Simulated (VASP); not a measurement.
# HfO2 (P-3m1) in VASP: further runs

HfO2 is run at these levels: r2SCAN; tasks: single point.

All numbers are computed with VASP 6.6.1; they aren't measurements. Logs are shortened: lines on timing, memory, paths and dates and some standing lists are left out, and cuts for length are marked.

### 1 The cell of the first run

Symmetry: P-3m1, No. 164, trigonal system. Conventional cell: a = 3.577 Å, b = 3.577 Å, c = 8.461 Å, α = 90.00°, β = 90.00°, γ = 120.00°. Within 2.5 Å of Hf (site symmetry 3m) lie 8 O at 1.89 to 2.19 Å. Hf (site symmetry -3m) has 8 O at 2.19 Å within 2.9 Å. O (site symmetry 3m) has 4 Hf at 2.19 Å and 6 O at 2.53 Å within 2.9 Å. Within 2.6 Å of O (site symmetry 3m) lie 4 Hf at 1.89 to 2.19 Å and 6 O at 2.37 to 2.53 Å. Within 2.9 Å of O (site symmetry 3m) lie 4 Hf at 2.19 Å and 6 O at 2.53 Å.

### 2 Single point, r2SCAN (the distance across one plane changed)

Contents of POSCAR:

```
HfO2
1.0
    2.5291609878     -2.5291609878      0.0000000000
    2.5291609878      0.0000000000     -2.5291609878
    4.8851168948      4.8851168948      4.8851168948
Hf O
3 6
Direct
    0.0000000000      0.0000000000      0.8628969806
    0.3333333333      0.3333333333      0.5177450914
    0.6666666667      0.6666666667      0.1725932022
    0.6666666667      0.6666666667      0.4314571191
    1.0000000000      0.0000000000      0.0863052299
    0.3333333333      0.3333333333      0.7766090083
    0.6666666667      0.6666666667      0.9491849529
    1.0000000000      0.0000000000      0.6040330637
    0.3333333333      0.3333333333      0.2588811745
```

Contents of INCAR.step1:

```
SYSTEM = HfO2
ALGO     = Normal         ! electronic algorithm
EDIFF    = 1E-4           ! SCF threshold, eV
ENCUT    = 520            ! plane-wave cutoff, eV
GGA      = PE             ! functional
ISMEAR   = 0              ! smearing method
LASPH    = .True.         ! aspherical terms in the spheres
LCHARG   = .False.        ! write CHGCAR
LREAL    = .False.        ! projectors in reciprocal space
LWAVE    = .True.         ! write WAVECAR
NBANDS   = 43             ! bands
NELM     = 100            ! most SCF steps
PREC     = Accurate       ! precision mode
SIGMA    = 0.05           ! smearing width, eV
```

Contents of INCAR.step2:

```
SYSTEM = HfO2
ALGO     = Normal         ! electronic algorithm
EDIFF    = 1E-6           ! SCF threshold, eV
ENCUT    = 520            ! plane-wave cutoff, eV
ISIF     = 2              ! what is computed and relaxed
ISMEAR   = 0              ! smearing method
ISTART   = 1            
LASPH    = .True.         ! aspherical terms in the spheres
LCHARG   = .False.        ! write CHGCAR
LMIXTAU  = .True.       
LREAL    = .False.        ! projectors in reciprocal space
LWAVE    = .False.        ! write WAVECAR
METAGGA  = R2SCAN         ! meta-GGA
NBANDS   = 43             ! bands
NELM     = 100            ! most SCF steps
PREC     = Accurate       ! precision mode
SIGMA    = 0.05           ! smearing width, eV
```

Contents of KPOINTS:

```
k-points
0
Gamma
  7 7 3
  0 0 0
```

Potentials or basis: VASP PAW PBE potentials, release 64 (Hf_pv, O).

Run with:

```console
$ cat potpaw_PBE.64/Hf_pv/POTCAR potpaw_PBE.64/O/POTCAR > POTCAR
$ cp INCAR.step1 INCAR
$ mpirun -np 1 vasp_std > vasp.out
$ cp INCAR.step2 INCAR
$ mpirun -np 1 vasp_std > vasp.out
```

OUTCAR:

```text
SYSTEM = HfO2
   EDIFF = 1E-6
   ENCUT = 520
   ISIF = 2
   ISMEAR = 0
   ISTART = 1
   LASPH = .True.
   LREAL = .False.
   METAGGA = R2SCAN
   NELM = 100
   PREC = Accurate

 ion  position               nearest neighbor table
   1  0.000  0.000  0.863-   5 1.89   6 2.19   7 2.19   8 2.19   7 2.19   6 2.19   7 2.19   6 2.19
                             3 3.34   3 3.34   3 3.34   2 3.58   2 3.58   2 3.58
   2  0.333  0.333  0.518-   8 2.19   4 2.19   4 2.19   6 2.19   9 2.19   8 2.19   8 2.19   4 2.19
                             1 3.58   3 3.58   3 3.58   1 3.58   1 3.58   3 3.58
   3  0.667  0.667  0.173-   7 1.89   9 2.19   5 2.19   9 2.19   4 2.19   5 2.19   5 2.19   9 2.19
                             1 3.34   1 3.34   1 3.34   2 3.58   2 3.58   2 3.58
   4  0.667  0.667  0.431-   2 2.19   2 2.19   3 2.19   2 2.19
   5  0.000  0.000  0.086-   1 1.89   3 2.19   3 2.19   3 2.19
   6  0.333  0.333  0.777-   1 2.19   2 2.19   1 2.19   1 2.19
   7  0.667  0.667  0.949-   3 1.89   1 2.19   1 2.19   1 2.19
   8  0.000  0.000  0.604-   2 2.19   1 2.19   2 2.19   2 2.19
   9  0.333  0.333  0.259-   3 2.19   3 2.19   2 2.19   3 2.19

  LATTYP: Found a hexagonal cell.
 ALAT       =     3.5767737704
 C/A-ratio  =     2.3656152740

  Lattice vectors:

 A1 = (  -2.5291609878,   0.0000000000,   2.5291609878)
 A2 = (   2.5291609878,  -2.5291609878,   0.0000000000)
 A3 = (   4.8851168948,   4.8851168948,   4.8851168948)

Analysis of symmetry for initial positions (statically):
=====================================================================
 Subroutine PRICEL returns:
 Original cell was already a primitive cell.

 Routine SETGRP: Setting up the symmetry group for a
 hexagonal supercell.

 Subroutine GETGRP returns: Found 12 space group operations
 (whereof  6 operations were pure point group operations)
 out of a pool of 24 trial point group operations.

The static configuration has the point symmetry C_3v.
 The point group associated with its full space group is D_3d.

Analysis of symmetry for dynamics (positions and initial velocities):
=====================================================================
 Subroutine PRICEL returns:
 Original cell was already a primitive cell.

 Routine SETGRP: Setting up the symmetry group for a
 hexagonal supercell.

 Subroutine GETGRP returns: Found 12 space group operations
 (whereof  6 operations were pure point group operations)
 out of a pool of 24 trial point group operations.

The dynamic configuration has the point symmetry C_3v.
 The point group associated with its full space group is D_3d.

 Subroutine INISYM returns: Found 12 space group operations
 (whereof  6 operations are pure point group operations),
 and found     1 'primitive' translations

----------------------------------------------------------------------------------------

                                     Primitive cell

  volume of cell :      93.7452

  direct lattice vectors                    reciprocal lattice vectors
     2.529160988 -2.529160988  0.000000000     0.131796013 -0.263592025  0.131796013
     2.529160988  0.000000000 -2.529160988     0.131796013  0.131796013 -0.263592025
     4.885116895  4.885116895  4.885116895     0.068234464  0.068234464  0.068234464

  length of vectors
     3.576773770  3.576773770  8.461270663     0.322832981  0.322832981  0.118185559

  position of ions in fractional coordinates (direct lattice)
     0.000000000  0.000000000  0.862896981
     0.333333333  0.333333333  0.517745091
     0.666666667  0.666666667  0.172593202
     0.666666667  0.666666667  0.431457119
     0.000000000  0.000000000  0.086305230
     0.333333333  0.333333333  0.776609008
     0.666666667  0.666666667  0.949184953
     0.000000000  0.000000000  0.604033064
     0.333333333  0.333333333  0.258881174

  ion indices of the primitive-cell ions
   primitive index   ion index
                 1           1
                 2           2
                 3           3
                 4           4
                 5           5
                 6           6
                 7           7
                 8           8
                 9           9

----------------------------------------------------------------------------------------

 KPOINTS: k-points

Automatic generation of k-mesh.
 Grid dimensions read from file:
 generate k-points for:    7    7    3

 Generating k-lattice:

  Cartesian coordinates                     Fractional coordinates (reciprocal lattice)
     0.018828002 -0.037656004  0.018828002     0.142857143  0.000000000  0.000000000
     0.018828002  0.018828002 -0.037656004     0.000000000  0.142857143  0.000000000
     0.022744821  0.022744821  0.022744821     0.000000000  0.000000000  0.333333333

  Length of vectors
     0.046118997  0.046118997  0.039395186

  Shift w.r.t. Gamma in fractional coordinates (k-lattice)
     0.000000000  0.000000000  0.000000000

 Subroutine IBZKPT returns following result:
 ===========================================

 Found     20 irreducible k-points:

 Following reciprocal coordinates:
            Coordinates               Weight
  0.000000  0.000000  0.000000      1.000000
  0.142857  0.000000  0.000000      6.000000
  0.285714  0.000000  0.000000      6.000000
  0.428571  0.000000  0.000000      6.000000
  0.285714  0.142857  0.000000      6.000000
  0.428571  0.142857  0.000000     12.000000
[... 12 lines left out ...]
 -0.428571  0.142857  0.333333     12.000000
 -0.428571  0.285714  0.333333     12.000000
   k-points           NKPTS =     20   k-points in BZ     NKDIM =     20   number of bands    NBANDS=     43
   number of dos      NEDOS =    301   number of ions     NIONS =      9
   total plane-waves  NPLWV =  50176
   dimension x,y,z NGX =    28 NGY =   28 NGZ =   64
   dimension x,y,z NGXF=    56 NGYF=   56 NGZF=  128
   ions per type =               3   6
   NGX,Y,Z   is equivalent  to a cutoff of  13.01, 13.01, 12.57 a.u.
   NGXF,Y,Z  is equivalent  to a cutoff of  26.03, 26.03, 25.15 a.u.
 SYSTEM =  HfO2
   PREC   = accura    normal or accurate (medium, high low for compatibility)
   ISTART =      1    job   : 0-new  1-cont  2-samecut
   ICHARG =      0    charge: 1-file 2-atom 10-const
   ISPIN  =      1    spin polarized calculation?
   LNONCOLLINEAR =      F non collinear calculations
   LSORBIT =      F    spin-orbit coupling
   LASPH  =      T    aspherical Exc in radial PAW
   ENCUT  =  520.0 eV  38.22 Ry    6.18 a.u.   6.65  6.65 15.73*2*pi/ulx,y,z
   NELM   =    100;   NELMIN=  2; NELMDL=  0     # of ELM steps
   EDIFF  = 0.1E-05   stopping-criterion for ELM
   LREAL  =      F    real-space projection
   EDIFFG = 0.1E-04   stopping-criterion for IOM
   NSW    =      0    number of steps for IOM
   IBRION =     -1    ionic relax: 0-MD 1-quasi-New 2-CG
   NFREE  =      0    steps in history (QN), initial steepest desc. (CG)
   ISIF   =      2    stress and relaxation
   ISYM   =      2    0-nonsym 1-usesym 2-fastsym
   POTIM  = 0.5000    time-step for ionic-motion
   TEBEG  =    0.0;   TEEND  =   0.0 temperature during run
   PSTRESS=    0.0 pullay stress
   NELECT =      66.0000    total number of electrons
   NUPDOWN=      -1.0000    fix difference up-down
   EMIN   =  10.00;   EMAX   =-10.00  energy-range for DOS
   EFERMI =   0.00;   METHOD = LEGACY
   ISMEAR =     0;   SIGMA  =   0.05  broadening in eV -4-tet -1-fermi 0-gaus
   EFERMI_NEDOS =   21; number of points for ismear=-14 and -15
   IALGO  =     38    algorithm
   IMIX   =      4    mixing-type and parameters
     AMIX     =   0.40;   BMIX     =  1.00
     AMIX_MAG =   1.60;   BMIX_MAG =  1.00
  volume/ion in A,a.u.               =      10.42        70.29
  Fermi-wavevector in a.u.,A,eV,Ry     =   1.456375  2.752149 28.858323  2.121027
  Thomas-Fermi vector in A             =   2.573300
   LORBIT       =      0    0 simple, 1 ext, 2 COOP (PROOUT), +10 PAW based schemes
   METAGGA = R2SCAN    functional components
   LHFCALC =     F    Hartree Fock is set to
   AEXX    =    0.0000 exact exchange contribution
   IVDW    =     0    specifies the selected vdW correction
   LEPSILON=     F    determine dielectric tensor
   LRPA    =     F    only Hartree local field effects (RPA)
 non-spin polarized calculation
 Gauss-broadening in eV      SIGMA  =   0.05
  energy-cutoff  :      520.00
  volume of cell :       93.75
 maximum number of plane-waves:      2563
   NGX = 13   NGY = 13   NGZ = 31

 number of electron      66.0000002 magnetization

 Free energy of the ion-electron system (eV)
  ---------------------------------------------------
  ext. energy  EPLUGINS =         0.00000000
  ---------------------------------------------------
  free energy    TOTEN  =      -204.76704827 eV

  energy without entropy =     -204.76704827  energy(sigma->0) =     -204.76704827

 E-fermi :   4.4312     XC(G=0): -12.8059

 val. band max:        4.1586063599   @ k =  -0.4286   0.1429   0.0000
 cond. band min:       8.8332083983   @ k =   0.0000   0.0000   0.0000
 fundamental gap:      4.6746020384
 Fermi energy:         4.4312101835

 k-point     1 :       0.0000    0.0000    0.0000
  band No.  band energies     occupation
      1     -26.9349      2.00000
      2     -26.5551      2.00000
      3     -26.2542      2.00000
      4     -26.2542      2.00000
      5     -26.2274      2.00000
      6     -26.1913      2.00000
[... 35 lines left out ...]
     42      12.0801      0.00000
     43      14.1040      0.00000

 k-point     2 :       0.1429    0.0000    0.0000
  band No.  band energies     occupation
      1     -26.9150      2.00000
      2     -26.5752      2.00000
      3     -26.3080      2.00000
      4     -26.2715      2.00000
      5     -26.2452      2.00000
      6     -26.2362      2.00000
[... 820 lines left out ...]
 k-point    20 :      -0.4286    0.2857    0.3333
  band No.  band energies     occupation
      1     -26.7949      2.00000
      2     -26.7355      2.00000
      3     -26.5629      2.00000
      4     -26.4548      2.00000
      5     -26.3986      2.00000
      6     -26.3562      2.00000
[... 35 lines left out ...]
     42      12.2899      0.00000
     43      12.4084      0.00000

------------------------ aborting loop because EDIFF is reached ----------------------------------------

  FORCE on cell =-STRESS in cart. coord.  units (eV):
  Direction    XX          YY          ZZ          XY          YZ          ZX
  --------------------------------------------------------------------------------------
  -------------------------------------------------------------------------------------
  Total        6.8122063      6.8122063      6.8122063      4.7493991      4.7493991      4.7493991
  in kB      116.4257941    116.4257941    116.4257941     81.1708481     81.1708481     81.1708481
  external PRESSURE =     116.4257941 kB  Pullay stress =       0.0000000 kB

 VOLUME and BASIS-vectors are now :
 -----------------------------------------------------------------------------
  energy-cutoff  :      520.00
  volume of cell :       93.75
      direct lattice vectors                 reciprocal lattice vectors
     2.529160988 -2.529160988  0.000000000     0.131796013 -0.263592025  0.131796013
     2.529160988  0.000000000 -2.529160988     0.131796013  0.131796013 -0.263592025
     4.885116895  4.885116895  4.885116895     0.068234464  0.068234464  0.068234464

 POSITION                                       TOTAL-FORCE (eV/Angst)
 -----------------------------------------------------------------------------------
      4.21535      4.21535      4.21535        -2.419176     -2.419176     -2.419176
      4.21535      1.68619      1.68619        -0.000000      0.000000     -0.000000
      4.21535     -0.84297     -0.84297         2.419176      2.419176      2.419176
      5.47993      0.42161      0.42161         0.276915      0.276915      0.276915
      0.42161      0.42161      0.42161         2.349647      2.349647      2.349647
      5.47993      2.95077      2.95077         0.260367      0.260367      0.260367
      8.00909      2.95077      2.95077        -2.349647     -2.349647     -2.349647
      2.95077      2.95077      2.95077        -0.276915     -0.276915     -0.276915
      2.95077      0.42161      0.42161        -0.260367     -0.260367     -0.260367
 -----------------------------------------------------------------------------------
    total drift:                               -0.000042     -0.000042     -0.000042

  FREE ENERGIE OF THE ION-ELECTRON SYSTEM (eV)
  ---------------------------------------------------
  free  energy   TOTEN  =      -204.7670482739 eV

  energy  without entropy=     -204.7670482739  energy(sigma->0) =     -204.76704827
```

It took 3.4 min on 1 thread of Intel Xeon 6975P-C (Granite Rapids), shared host; peak memory 0.26 GiB.

Results:

```yaml
Free_energy: -204.7670 eV
Pressure: 11.6 GPa
Largest_force: 4.190 eV/Å
Band_gap_on_the_k_mesh: 4.67 eV (least direct gap 4.74 eV)
```

Forces in eV/Å, atoms in the order of the input:
```
Hf  -2.419 -2.419 -2.419
Hf   0.000  0.000  0.000
Hf   2.419  2.419  2.419
O    0.277  0.277  0.277
O    2.350  2.350  2.350
O    0.260  0.260  0.260
O   -2.350 -2.350 -2.350
O   -0.277 -0.277 -0.277
O   -0.260 -0.260 -0.260
```

Stress tensor (GPa, compression positive):
```
11.64  8.12  8.12
 8.12 11.64  8.12
 8.12  8.12 11.64
```

Levels at points of the mesh, in eV from the valence-band top:
```
           k point  band 31  band 32  band 33  band 34  band 35  band 36
(0.00, 0.00, 0.00)    -0.53    -0.53    -0.47     4.67     4.67     5.58
```

Caveat: the cell differs from its parent crystal (the distance across one plane changed); the cell stands under pressure; the PAW data sets were made with another functional, which shifts forces and pressure a little; spin-orbit coupling is left out, which moves the levels of the heavy elements; an odd mesh through Γ misses points on the zone boundary, where band edges can lie.

### 3 Single point, r2SCAN (the distance across one plane changed)

Contents of POSCAR:

```
HfO2
1.0
    2.5291609878     -2.5291609878      0.0000000000
    2.5291609878      0.0000000000     -2.5291609878
    5.2026595429      5.2026595429      5.2026595429
Hf O
3 6
Direct
    0.0000000000      0.0000000000      0.8102303415
    0.3333333333      0.3333333333      0.4861446866
    0.6666666667      0.6666666667      0.1620590317
    0.6666666667      0.6666666667      0.4051232729
    1.0000000000      0.0000000000      0.0810376180
    0.3333333333      0.3333333333      0.7292089278
    0.6666666667      0.6666666667      0.8912517553
    1.0000000000      0.0000000000      0.5671661004
    0.3333333333      0.3333333333      0.2430804455
```

Contents of INCAR.step1:

```
PREC = Accurate
ENCUT = 520
ISMEAR = 0
SIGMA = 0.05
LREAL = False
LASPH = True
NELM = 100
NBANDS = 43
GGA = PE
ALGO = Normal
EDIFF = 1E-4
LWAVE = True
LCHARG = False
```

Contents of INCAR.step2:

```
PREC = Accurate
ENCUT = 520
EDIFF = 1E-7
ISMEAR = 0
SIGMA = 0.05
LREAL = False
LASPH = True
NELM = 100
ALGO = Normal
ISIF = 2
LWAVE = False
LCHARG = False
METAGGA = R2SCAN
LMIXTAU = True
NBANDS = 43
ISTART = 1
```

Contents of KPOINTS:

```
Automatic mesh
0
Gamma
  7 7 3
```

Potentials or basis: VASP PAW PBE potentials, release 64 (Hf_pv, O).

Run with:

```console
$ cat potpaw_PBE.64/Hf_pv/POTCAR potpaw_PBE.64/O/POTCAR > POTCAR
$ cp INCAR.step1 INCAR
$ mpirun -np 1 vasp_std > vasp.out
$ cp INCAR.step2 INCAR
$ mpirun -np 1 vasp_std > vasp.out
```

Wall time 7.6 min (1 thread of Intel Xeon 6975P-C (Granite Rapids), shared host); peak memory 0.27 GiB.

The run converged. Its results:

| Quantity | Value |
| --- | --- |
| Free energy | -205.3648 eV |
| Pressure | -9.0 GPa |
| Largest force | 0.711 eV/Å |
| Band gap on the k mesh | 4.44 eV |

Forces in eV/Å, atoms in the order of the input:
```
Hf   0.266  0.266  0.266
Hf   0.000  0.000  0.000
Hf  -0.266 -0.266 -0.266
O   -0.127 -0.127 -0.127
O   -0.410 -0.410 -0.410
O   -0.104 -0.104 -0.104
O    0.410  0.410  0.410
O    0.127  0.127  0.127
O    0.104  0.104  0.104
```

Stress tensor (GPa, compression positive):
```
-8.96 -0.99 -0.99
-0.99 -8.96 -0.99
-0.99 -0.99 -8.96
```

Levels at points of the mesh, in eV from the valence-band top:
| k point | band 31 | band 32 | band 33 | band 34 | band 35 | band 36 |
| --- | --- | --- | --- | --- | --- | --- |
| (0.00, 0.00, 0.00) | -0.53 | -0.53 | -0.50 | 4.47 | 4.47 | 5.10 |

Caveat: the cell differs from its parent crystal (the distance across one plane changed); the cell stands under tension; the PAW data sets were made with another functional, which shifts forces and pressure a little; spin-orbit coupling is left out, which moves the levels of the heavy elements; an odd mesh through Γ misses points on the zone boundary, where band edges can lie.

(Continued in part 2 of 2.)
